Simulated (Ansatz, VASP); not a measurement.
## Pb: VASP beside Ansatz

Contents of INCAR:

```
PREC = Accurate ; ENCUT = 520
EDIFF = 1E-6 ; ISMEAR = 0
SIGMA = 0.15 ; LREAL = F
LASPH = T ; NELM = 80
ALGO = Fast ; ISIF = 2
LWAVE = F ; LCHARG = T
GGA = PS ; LELF = T
LVHAR = T ; NBANDS = 21
```

KPOINTS

```
Automatic mesh
0
Gamma
  15 15 10
```

POSCAR

```
Pb
1.0
    3.4800006906      0.0000000000      0.0000000000
   -1.7400003453      3.0137690032      0.0000000000
    0.0000000000      0.0000000000      5.7018000000
Pb
2
Direct
    0.3333333333      0.6666666667      0.2500000000
    0.6666666667      0.3333333333      0.7500000000
```

Input for Ansatz:

```yaml
crystal:
  lattice:
    - [3.4800006906, 0.0, 0.0]
    - [-1.7400003453, 3.0137690032, 0.0]
    - [0.0, 0.0, 5.7018]
  atoms:
    - { symbol: Pb, position: [0.3333333333, 0.6666666667, 0.25] }
    - { symbol: Pb, position: [0.6666666667, 0.3333333333, 0.75] }
basis:
  ecutwfc: 420
kpoints:
  mp_grid: { grid: [15, 15, 10] }
hamiltonian:
  xc: pbesol
scf:
  occupations: { method: gaussian, width: 0.15 }
output:
  forces: true
  stress: true
  eigenvalues: true
```

Change from the starting cell: strain +0.0200 x Voigt [0, 0, 1, 0, 0, 0], atoms carried along.

Alike in both runs: task single point; functional PBEsol; k mesh 15 × 15 × 10; occupations gaussian, width 0.15 eV; no spin polarisation.

|  | VASP | Ansatz |
| --- | --- | --- |
| version | VASP 6.6.1 | Ansatz 0.2.0 |
| potentials or method | VASP PAW PBE potentials, release 64 (Pb_d), cutoff 520 eV | scalar-relativistic, plane waves, PAW |
| valence electrons in the cell | 28 | 28 |

|  | VASP | Ansatz | Ansatz less VASP |
| --- | --- | --- | --- |
| gap on the k mesh at the Fermi level (eV) | none | none | - |
| pressure (GPa) | -0.1 | 0.0 | +0.10 |
| traceless stress, the component that is largest in VASP (GPa) | 0.59 | 0.59 | -0.002 |

VASP's potentials were made for PBE, not for PBEsol. A gap of «none» marks a metal or a gap that the smearing closes.

Neither program's run includes spin-orbit coupling.
